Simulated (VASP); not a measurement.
# Be (P6/mmm) in VASP: further runs, part 2 of 2

VASP 6.6.1. Earlier steps stand in the parts before.

## Step 4: Single point, PBE

This run uses another cell than the first one, of 6.78 Å³/atom, 1.400 times its volume.

INCAR

```
PREC = Accurate ; ENCUT = 520
EDIFF = 1E-7 ; ISMEAR = -1
SIGMA = 0.08 ; LREAL = F
LASPH = T ; NELM = 100
ALGO = Normal ; ISIF = 2
LWAVE = F ; LCHARG = F
GGA = PE ; NBANDS = 10
```

KPOINTS

```
regular mesh
0
Gamma
  10 10 14
```

POSCAR

```
Be
1.0
    3.3865691064      0.0000000000      0.0000000000
   -1.6932845532      2.9328548778      0.0000000000
    0.0000000000      0.0000000000      2.0464304823
Be
3
Direct
    0.0000000000      0.0000000000      0.0000000000
    0.3333333333      0.6666666667      0.5000000000
    0.6666666667      0.3333333333      0.5000000000
```

Potentials or basis: VASP PAW PBE potentials, release 64 (Be).

On the command line:

```sh
cat potpaw_PBE.64/Be/POTCAR > POTCAR
mpirun -np 1 vasp_std > vasp.out
```

OUTCAR:

```text
PREC = Accurate
   ENCUT = 520
   EDIFF = 1E-7
   ISMEAR = -1
   LREAL = F
   LASPH = T
   NELM = 100
   ISIF = 2
   GGA = PE

 ion  position               nearest neighbor table
   1  0.000  0.000  0.000-   2 2.21   3 2.21   2 2.21   3 2.21   2 2.21   2 2.21   3 2.21   3 2.21
                             3 2.21   3 2.21   2 2.21   2 2.21
   2  0.333  0.667  0.500-   3 1.96   3 1.96   3 1.96   1 2.21   1 2.21   1 2.21   1 2.21   1 2.21
                             1 2.21
   3  0.667  0.333  0.500-   2 1.96   2 1.96   2 1.96   1 2.21   1 2.21   1 2.21   1 2.21   1 2.21
                             1 2.21

  LATTYP: Found a hexagonal cell.
 ALAT       =     3.3865691064
 C/A-ratio  =     0.6042783767

  Lattice vectors:

 A1 = (   3.3865691064,   0.0000000000,   0.0000000000)
 A2 = (  -1.6932845532,   2.9328548778,   0.0000000000)
 A3 = (   0.0000000000,   0.0000000000,   2.0464304823)

Analysis of symmetry for initial positions (statically):
=====================================================================
 Subroutine PRICEL returns:
 Original cell was already a primitive cell.

 Routine SETGRP: Setting up the symmetry group for a
 hexagonal supercell.

 Subroutine GETGRP returns: Found 24 space group operations
 (whereof 24 operations were pure point group operations)
 out of a pool of 24 trial point group operations.

The static configuration has the point symmetry D_6h.

Analysis of symmetry for dynamics (positions and initial velocities):
=====================================================================
 Subroutine PRICEL returns:
 Original cell was already a primitive cell.

 Routine SETGRP: Setting up the symmetry group for a
 hexagonal supercell.

 Subroutine GETGRP returns: Found 24 space group operations
 (whereof 24 operations were pure point group operations)
 out of a pool of 24 trial point group operations.

The dynamic configuration has the point symmetry D_6h.

 Subroutine INISYM returns: Found 24 space group operations
[... 121 lines left out ...]
  Fermi-wavevector in a.u.,A,eV,Ry     =   1.090041  2.059878 16.166291  1.188189
  Thomas-Fermi vector in A             =   2.226257
   LORBIT       =      0    0 simple, 1 ext, 2 COOP (PROOUT), +10 PAW based schemes
   GGA     = PE    functional components
   LHFCALC =     F    Hartree Fock is set to
   AEXX    =    0.0000 exact exchange contribution
   IVDW    =     0    specifies the selected vdW correction
   LEPSILON=     F    determine dielectric tensor
   LRPA    =     F    only Hartree local field effects (RPA)
 non-spin polarized calculation
  energy-cutoff  :      520.00
  volume of cell :       20.33
 maximum number of plane-waves:       560
 NGX is ok and might be reduce to    28

 number of electron       6.0000000 magnetization

 Free energy of the ion-electron system (eV)
  ---------------------------------------------------
  ext. energy  EPLUGINS =         0.00000000
  ---------------------------------------------------
  free energy    TOTEN  =       -10.45614484 eV

  energy without entropy =      -10.44747008  energy(sigma->0) =      -10.45180746

 E-fermi :   9.2312     XC(G=0): -11.1288

 val. band max:        9.1891674180   @ k =   0.4000   0.2000   0.5000
 cond. band min:       9.2953176095   @ k =   0.0000   0.0000   0.2143
 fundamental gap:      0.1061501916
 Fermi energy:         9.2311816163

 k-point     1 :       0.0000    0.0000    0.0000
  band No.  band energies     occupation
      1      -3.8463      2.00000
      2       7.4628      2.00000
      3       7.4628      2.00000
      4       7.6974      2.00000
      5       7.6974      2.00000
      6      15.6763      0.00000
      7      16.0154      0.00000
      8      21.7708      0.00000
      9      31.1113      0.00000
     10      31.1114      0.00000
[... 287 lines left out ...]
 k-point    24 :       0.4000    0.1000    0.0714
  band No.  band energies     occupation
      1      -1.1546      2.00000
      2       0.0655      2.00000
      3       3.0457      2.00000
      4      10.8017      0.00000
      5      17.6432      0.00000
      6      20.4366      0.00000
      7      21.6307      0.00000
      8      23.1712      0.00000
      9      23.5129      0.00000
     10      24.5025      0.00000

 [... further k-points ...]
[... 5 lines left out ...]
  --------------------------------------------------------------------------------------
  -------------------------------------------------------------------------------------
  Total        3.3783126      3.3783126      3.3820161      0.0000000      0.0000000      0.0000000
  in kB      266.2949350    266.2949350    266.5868589      0.0000000      0.0000000      0.0000000
  external PRESSURE =     266.3922429 kB  Pullay stress =       0.0000000 kB

 VOLUME and BASIS-vectors are now :
 -----------------------------------------------------------------------------
  energy-cutoff  :      520.00
  volume of cell :       20.33
      direct lattice vectors                 reciprocal lattice vectors
     3.386569106  0.000000000  0.000000000     0.295284097  0.170482353  0.000000000
    -1.693284553  2.932854878  0.000000000     0.000000000  0.340964706  0.000000000
     0.000000000  0.000000000  2.046430482     0.000000000  0.000000000  0.488655739

 POSITION                                       TOTAL-FORCE (eV/Angst)
 -----------------------------------------------------------------------------------
      0.00000      0.00000      0.00000        -0.000000      0.000000      0.000000
     -0.00000      1.95524      1.02322        -0.000000     -0.000000      0.000000
      1.69328      0.97762      1.02322         0.000000      0.000000      0.000000
 -----------------------------------------------------------------------------------
    total drift:                                0.000000     -0.000000     -0.000000

  FREE ENERGIE OF THE ION-ELECTRON SYSTEM (eV)
  ---------------------------------------------------
  free  energy   TOTEN  =       -10.4561448388 eV

  energy  without entropy=      -10.4474700816  energy(sigma->0) =      -10.45180746
```

OSZICAR:

```text
N       E                     dE             d eps       ncg     rms          rms(c)
DAV:   1     0.175998142226E+01    0.17600E+01   -0.29919E+03  2240   0.518E+02
DAV:   2    -0.103755099154E+02   -0.12135E+02   -0.11631E+02  3106   0.952E+01
DAV:   3    -0.105937800426E+02   -0.21827E+00   -0.21580E+00  2956   0.859E+00
DAV:   4    -0.105942793871E+02   -0.49934E-03   -0.49918E-03  3020   0.405E-01
DAV:   5    -0.105942800971E+02   -0.71005E-06   -0.70997E-06  2656   0.130E-02    0.160E+00
DAV:   6    -0.104914146150E+02    0.10287E+00   -0.16873E-02  2594   0.157E+00    0.993E-01
DAV:   7    -0.104561615284E+02    0.35253E-01   -0.14800E-02  2474   0.153E+00    0.639E-02
DAV:   8    -0.104561471437E+02    0.14385E-04   -0.33712E-05  2878   0.411E-02    0.204E-02
DAV:   9    -0.104561456487E+02    0.14950E-05   -0.90406E-06  2734   0.213E-02    0.437E-03
DAV:  10    -0.104561447509E+02    0.89784E-06   -0.53816E-07  2930   0.378E-03    0.394E-04
DAV:  11    -0.104561446376E+02    0.11330E-06   -0.14767E-08  1698   0.805E-04    0.544E-04
DAV:  12    -0.104561448450E+02   -0.20739E-06   -0.89590E-09  1566   0.702E-04    0.234E-05
DAV:  13    -0.104561448388E+02    0.61447E-08   -0.33811E-10  1438   0.204E-04
   1 F= -.10456145E+02 E0= -.10451807E+02  d E =-.867476E-02
```

stdout:

```text
POSCAR found type information on POSCAR Be
 POSCAR found :  1 types and       3 ions
 scaLAPACK will be used
 LDA part: xc-table for (Slater+PW92), standard interpolation
 POSCAR, INCAR and KPOINTS ok, starting setup
 FFT: planning ... GRIDC
 FFT: planning ... GRID_SOFT
 FFT: planning ... GRID
 WAVECAR not read
 entering main loop
```

Wall time 34 s (1 thread of AMD EPYC 7R13, shared host); peak memory 0.11 GiB.

What came out:

```yaml
Free_energy: -10.4561 eV
Pressure: 26.6 GPa
Band_gap_on_the_k_mesh: zero (band 3 reaches 13.41 eV, above the bottom of band 4 at 7.70 eV)
```

## Step 5: Single point, PBE

INCAR

```
SYSTEM = Be
  PREC = Accurate
  ENCUT = 520
  EDIFF = 1E-7
  ISMEAR = -1
  SIGMA = 0.08
  LREAL = .False.
  LASPH = .True.
  NELM = 100
  ALGO = Normal
  ISIF = 2
  LWAVE = .False.
  LCHARG = .False.
  GGA = PE
  NBANDS = 10
```

KPOINTS

```
Automatic mesh
0
Gamma
  10 10 14
  0 0 0
```

POSCAR is that of step 4.

On the command line:

```sh
cat potpaw_PBE.64/Be/POTCAR > POTCAR
mpirun -np 1 vasp_std > vasp.out
```

It took 32 s on 1 thread of AMD EPYC 7R13, shared host; peak memory 0.11 GiB.

Results (log left out):

```yaml
Free_energy: -10.4561 eV
Pressure: 26.6 GPa
Band_gap_on_the_k_mesh: zero (band 3 reaches 13.41 eV, above the bottom of band 4 at 7.70 eV)
```

Levels at points of the mesh, in eV from the Fermi level:
```csv
k point,band 1,band 2,band 3,band 4,band 5,band 6
"(0.00, 0.00, 0.00)",-13.08,-1.77,-1.77,-1.53,-1.53,6.45
"(0.50, 0.00, 0.00)",-10.06,-9.99,-5.90,0.81,10.53,10.89
"(0.00, 0.00, 0.50)",-7.36,-6.13,4.18,4.18,4.55,6.55
"(0.50, 0.00, 0.50)",-5.14,-5.07,-2.15,-0.16,1.44,4.07
```

## Step 6: Single point, PBE

This run uses another cell than the first one, of 7.42 Å³/atom, 1.533 times its volume.

INCAR: that of step 5 with these lines changed.

```diff
@@ -3,3 +3,3 @@
   ENCUT = 520
-  EDIFF = 1E-7
+  EDIFF = 1E-6
   ISMEAR = -1
@@ -8,3 +8,3 @@
   LASPH = .True.
-  NELM = 100
+  NELM = 60
   ALGO = Normal
```

KPOINTS

```
regular mesh
0
Gamma
  10 10 14
  0 0 0
```

POSCAR

```
Be
1.0
    3.4812184755      0.0000000000      0.0000000000
   -1.7406092378      3.0148236359      0.0000000000
    0.0000000000      0.0000000000      2.1211083931
Be
3
Direct
    0.0000000000      0.0000000000      0.0000000000
    0.3333333333      0.6666666667      0.5000000000
    0.6666666667      0.3333333333      0.5000000000
```

Potentials or basis: VASP PAW PBE potentials, release 64 (Be).

On the command line:

```sh
cat potpaw_PBE.64/Be/POTCAR > POTCAR
mpirun -np 1 vasp_std > vasp.out
```

It took 29 s on 1 thread of AMD EPYC 7R13, shared host; peak memory 0.11 GiB.

The run converged. Its results:

```
Free energy            : -10.6783 eV
Pressure               : 11.1 GPa
Band gap on the k mesh : zero (band 3 reaches 12.24 eV, above the bottom of band 4 at 7.04 eV)
```

Levels at points of the mesh, in eV from the Fermi level:
| k point | band 1 | band 2 | band 3 | band 4 | band 5 | band 6 |
| --- | --- | --- | --- | --- | --- | --- |
| (0.00, 0.00, 0.00) | -12.44 | -1.48 | -1.48 | -1.25 | -1.25 | 5.89 |
| (0.50, 0.00, 0.00) | -9.50 | -9.43 | -5.38 | 0.67 | 10.07 | 10.47 |
| (0.00, 0.00, 0.50) | -6.89 | -5.87 | 3.94 | 3.94 | 4.42 | 6.21 |
| (0.50, 0.00, 0.50) | -4.74 | -4.72 | -1.96 | -0.38 | 1.39 | 3.93 |

## Step 7: The runs side by side

| cell | gap on the mesh (eV) | pressure (GPa) |
| --- | --- | --- |
| a = 3.040, b = 3.040, c = 1.815 Å, angles 90.0, 90.0, 120.0°, 3 atoms | none | 137.3 |
| a = 3.387, b = 3.387, c = 2.046 Å, angles 90.0, 90.0, 120.0°, 3 atoms | none | 26.6 |
| a = 3.481, b = 3.481, c = 2.121 Å, angles 90.0, 90.0, 120.0°, 3 atoms | none | 11.1 |

Alike in all rows: task single point; level PBE; potentials or basis VASP PAW PBE potentials, release 64 (Be); no spin polarisation; k mesh 10 × 10 × 14; cutoff (eV) 520; smearing fermi-dirac 0.08 eV.

Absolute energies hang on the potentials; compare differences alone.
